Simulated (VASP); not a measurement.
# InIrC4N4 (P4/mmm) in VASP: single point with PBE

Aim: the single point of InIrC4N4 with PBE.

Program: VASP 6.6.1. These are calculated values, not measurements. Logs are shortened: lines on timing, memory, paths and dates and some standing lists are left out, and cuts for length are marked.

## 1. The cell of the first run

The structure is tetragonal, space group P4/mmm (No. 123). Conventional cell: a = 7.451 Å, b = 7.451 Å, c = 3.285 Å, α = 90.00°, β = 90.00°, γ = 90.00°. Within 2.8 Å of In (site symmetry 4/mmm) lie 4 N at 2.12 Å. Ir (site symmetry 4/mmm) has 4 C at 1.97 Å within 2.6 Å. C (site symmetry m2m) has 1 N at 1.17 Å within 1.6 Å. Within 1.6 Å of N (site symmetry m2m) lie 1 C at 1.17 Å.

## 2. Single point, PBE

INCAR

```
SYSTEM = InIrC4N4
PREC = Accurate ; ENCUT = 520
EDIFF = 1E-6 ; ISMEAR = 0
SIGMA = 0.2 ; LREAL = .False.
LASPH = .True. ; NELM = 80
ALGO = Normal ; ISIF = 2
LWAVE = .False. ; LCHARG = .False.
GGA = PE ; NBANDS = 40
```

KPOINTS

```
Automatic mesh
0
Gamma
  6 4 4
  0 0 0
```

POSCAR

```
InIrC4N4
1.0
    0.0000000000      0.0000000000      3.2853498191
    7.4507549523      0.0000000000      0.0000000000
    0.0000000000      7.4507549523      0.0000000000
In Ir C N
1 1 4 4
Direct
    1.0000000000      0.5000000000      0.5000000000
    0.0000000000      0.0000000000      0.0000000000
    1.0000000000      0.1873707387      0.8126292613
    0.0000000000      0.8126292613      0.1873707387
    1.0000000000      0.1873707387      0.1873707387
    0.0000000000      0.8126292613      0.8126292613
    1.0000000000      0.2987243181      0.7012756819
    0.0000000000      0.7012756819      0.2987243181
    0.0000000000      0.2987243181      0.2987243181
    1.0000000000      0.7012756819      0.7012756819
```

Potentials or basis: VASP PAW PBE potentials, release 64 (In_d, Ir, C, N).

Launch:

```bash
> cat potpaw_PBE.64/In_d/POTCAR potpaw_PBE.64/Ir/POTCAR potpaw_PBE.64/C/POTCAR potpaw_PBE.64/N/POTCAR > POTCAR
> mpirun -np 1 vasp_std > vasp.out
```

OUTCAR:

```text
SYSTEM = InIrC4N4
   PREC = Accurate
   ENCUT = 520
   EDIFF = 1E-6
   ISMEAR = 0
   LREAL = .False.
   LASPH = .True.
   NELM = 80
   ISIF = 2
   GGA = PE

 ion  position               nearest neighbor table
   1  0.000  0.500  0.500-   7 2.12   8 2.12   9 2.12  10 2.12
   2  0.000  0.000  0.000-   3 1.97   4 1.97   5 1.97   6 1.97
   3  0.000  0.187  0.813-   7 1.17   2 1.97
   4  0.000  0.813  0.187-   8 1.17   2 1.97
   5  0.000  0.187  0.187-   9 1.17   2 1.97
   6  0.000  0.813  0.813-  10 1.17   2 1.97
   7  0.000  0.299  0.701-   3 1.17   1 2.12
   8  0.000  0.701  0.299-   4 1.17   1 2.12
   9  0.000  0.299  0.299-   5 1.17   1 2.12
  10  0.000  0.701  0.701-   6 1.17   1 2.12

  LATTYP: Found a simple tetragonal cell.
 ALAT       =     7.4507549523
 C/A-ratio  =     0.4409418697

  Lattice vectors:

 A1 = (   7.4507549523,   0.0000000000,   0.0000000000)
 A2 = (   0.0000000000,   7.4507549523,   0.0000000000)
 A3 = (   0.0000000000,   0.0000000000,   3.2853498191)

Analysis of symmetry for initial positions (statically):
=====================================================================
 Subroutine PRICEL returns:
 Original cell was already a primitive cell.

 Routine SETGRP: Setting up the symmetry group for a
 simple tetragonal supercell.

 Subroutine GETGRP returns: Found 16 space group operations
 (whereof 16 operations were pure point group operations)
 out of a pool of 16 trial point group operations.

The static configuration has the point symmetry D_4h.

Analysis of symmetry for dynamics (positions and initial velocities):
=====================================================================
 Subroutine PRICEL returns:
 Original cell was already a primitive cell.

 Routine SETGRP: Setting up the symmetry group for a
 simple tetragonal supercell.

 Subroutine GETGRP returns: Found 16 space group operations
 (whereof 16 operations were pure point group operations)
 out of a pool of 16 trial point group operations.

The dynamic configuration has the point symmetry D_4h.

 Subroutine INISYM returns: Found 16 space group operations
 (whereof 16 operations are pure point group operations),
 and found     1 'primitive' translations

----------------------------------------------------------------------------------------

                                     Primitive cell

  volume of cell :     182.3821

  direct lattice vectors                    reciprocal lattice vectors
     0.000000000  0.000000000  3.285349819     0.000000000  0.000000000  0.304381589
[... 112 lines left out ...]
   NELECT =      58.0000    total number of electrons
   NUPDOWN=      -1.0000    fix difference up-down
   EMIN   =  10.00;   EMAX   =-10.00  energy-range for DOS
   EFERMI =   0.00;   METHOD = LEGACY
   ISMEAR =     0;   SIGMA  =   0.20  broadening in eV -4-tet -1-fermi 0-gaus
   EFERMI_NEDOS =   21; number of points for ismear=-14 and -15
   IALGO  =     38    algorithm
   IMIX   =      4    mixing-type and parameters
     AMIX     =   0.40;   BMIX     =  1.00
     AMIX_MAG =   1.60;   BMIX_MAG =  1.00
  volume/ion in A,a.u.               =      18.24       123.08
  Fermi-wavevector in a.u.,A,eV,Ry     =   1.117438  2.111652 16.989155  1.248668
  Thomas-Fermi vector in A             =   2.254061
   LORBIT       =      0    0 simple, 1 ext, 2 COOP (PROOUT), +10 PAW based schemes
   GGA     = PE    functional components
   LHFCALC =     F    Hartree Fock is set to
   AEXX    =    0.0000 exact exchange contribution
   IVDW    =     0    specifies the selected vdW correction
   LEPSILON=     F    determine dielectric tensor
   LRPA    =     F    only Hartree local field effects (RPA)
 non-spin polarized calculation
 Gauss-broadening in eV      SIGMA  =   0.20
  energy-cutoff  :      520.00
  volume of cell :      182.38
 maximum number of plane-waves:      4972
   NGX = 13   NGY = 27   NGZ = 27

 number of electron      58.0000017 magnetization

 Free energy of the ion-electron system (eV)
  ---------------------------------------------------
  ext. energy  EPLUGINS =         0.00000000
  ---------------------------------------------------
  free energy    TOTEN  =       -78.13806070 eV

  energy without entropy =      -78.12250708  energy(sigma->0) =      -78.13028389

 E-fermi :   0.9469     XC(G=0):  -8.0372

 val. band max:        0.8271593318   @ k =   0.5000   0.5000   0.2500
 cond. band min:       0.9597985772   @ k =   0.3333   0.5000   0.5000
 fundamental gap:      0.1326392454
 Fermi energy:         0.9469111932

 k-point     1 :       0.0000    0.0000    0.0000
  band No.  band energies     occupation
      1     -17.3116      2.00000
      2     -17.1637      2.00000
      3     -17.0861      2.00000
      4     -17.0861      2.00000
      5     -14.6193      2.00000
      6     -14.3040      2.00000
[... 1021 lines left out ...]
     39       6.6321      0.00000
     40       7.2768      0.00000

------------------------ aborting loop because EDIFF is reached ----------------------------------------

  FORCE on cell =-STRESS in cart. coord.  units (eV):
  Direction    XX          YY          ZZ          XY          YZ          ZX
  --------------------------------------------------------------------------------------
  -------------------------------------------------------------------------------------
  Total        0.7774964      0.7774964      0.2775210      0.0000000      0.0000000      0.0000000
  in kB        6.8300959      6.8300959      2.4379471      0.0000000      0.0000000      0.0000000
  external PRESSURE =       5.3660463 kB  Pullay stress =       0.0000000 kB

 VOLUME and BASIS-vectors are now :
 -----------------------------------------------------------------------------
  energy-cutoff  :      520.00
  volume of cell :      182.38
      direct lattice vectors                 reciprocal lattice vectors
     0.000000000  0.000000000  3.285349819     0.000000000  0.000000000  0.304381589
     7.450754952  0.000000000  0.000000000     0.134214587  0.000000000  0.000000000
     0.000000000  7.450754952  0.000000000     0.000000000  0.134214587  0.000000000

 POSITION                                       TOTAL-FORCE (eV/Angst)
 -----------------------------------------------------------------------------------
      3.72538      3.72538      0.00000         0.000000      0.000000      0.000000
      0.00000      0.00000      0.00000         0.000000      0.000000      0.000000
      1.39605      6.05470      0.00000        -0.267971      0.267971      0.000000
      6.05470      1.39605      0.00000         0.267971     -0.267971     -0.000000
      1.39605      1.39605      0.00000        -0.267971     -0.267971      0.000000
      6.05470      6.05470      0.00000         0.267971      0.267971      0.000000
      2.22572      5.22503      0.00000         0.308042     -0.308042      0.000000
      5.22503      2.22572      0.00000        -0.308042      0.308042      0.000000
      2.22572      2.22572      0.00000         0.308042      0.308042     -0.000000
      5.22503      5.22503      0.00000        -0.308042     -0.308042      0.000000
 -----------------------------------------------------------------------------------
    total drift:                                0.000000      0.000000      0.000000

  FREE ENERGIE OF THE ION-ELECTRON SYSTEM (eV)
  ---------------------------------------------------
  free  energy   TOTEN  =       -78.1380606982 eV

  energy  without entropy=      -78.1225070759  energy(sigma->0) =      -78.13028389
```

stdout:

```text
POSCAR found type information on POSCAR InIrC N
 POSCAR found :  4 types and      10 ions
 scaLAPACK will be used
 LDA part: xc-table for (Slater+PW92), standard interpolation
 POSCAR, INCAR and KPOINTS ok, starting setup
 FFT: planning ... GRIDC
 FFT: planning ... GRID_SOFT
 FFT: planning ... GRID
 WAVECAR not read
 entering main loop
```

Wall time 85 s (1 thread of Intel Xeon 6975P-C (Granite Rapids), shared host); peak memory 0.37 GiB.

Results:

| Property | Result |
| --- | --- |
| Free energy | -78.1381 eV |
| Pressure | 0.5 GPa |
| Largest force | 0.436 eV/Å |
| Band gap on the k mesh | zero (band 29 reaches 1.12 eV, above the bottom of band 30 at 0.96 eV) |

Forces on the atoms (eV/Å):
```
In   0.000  0.000  0.000
Ir   0.000  0.000  0.000
C   -0.268  0.268  0.000
C    0.268 -0.268  0.000
C   -0.268 -0.268  0.000
C    0.268  0.268  0.000
N    0.308 -0.308  0.000
N   -0.308  0.308  0.000
N    0.308  0.308  0.000
N   -0.308 -0.308  0.000
```

Levels at points of the mesh, in eV from the Fermi level:
```csv
k point,band 27,band 28,band 29,band 30,band 31,band 32
"(0.00, 0.00, 0.00)",-2.11,-0.92,-0.92,0.92,3.74,3.78
"(0.50, 0.00, 0.00)",-1.93,-1.90,-1.06,1.11,2.35,3.93
"(0.00, 0.50, 0.00)",-1.85,-1.02,-0.91,1.05,3.48,4.35
"(0.50, 0.50, 0.00)",-1.86,-1.69,0.18,1.06,1.15,3.50
"(0.00, 0.50, 0.50)",-1.54,-0.92,-0.92,0.79,3.70,3.70
"(0.50, 0.50, 0.50)",-1.93,-1.42,-0.46,1.17,1.24,3.59
```

Caveat: spin-orbit coupling is left out, which moves the levels of the heavy elements.
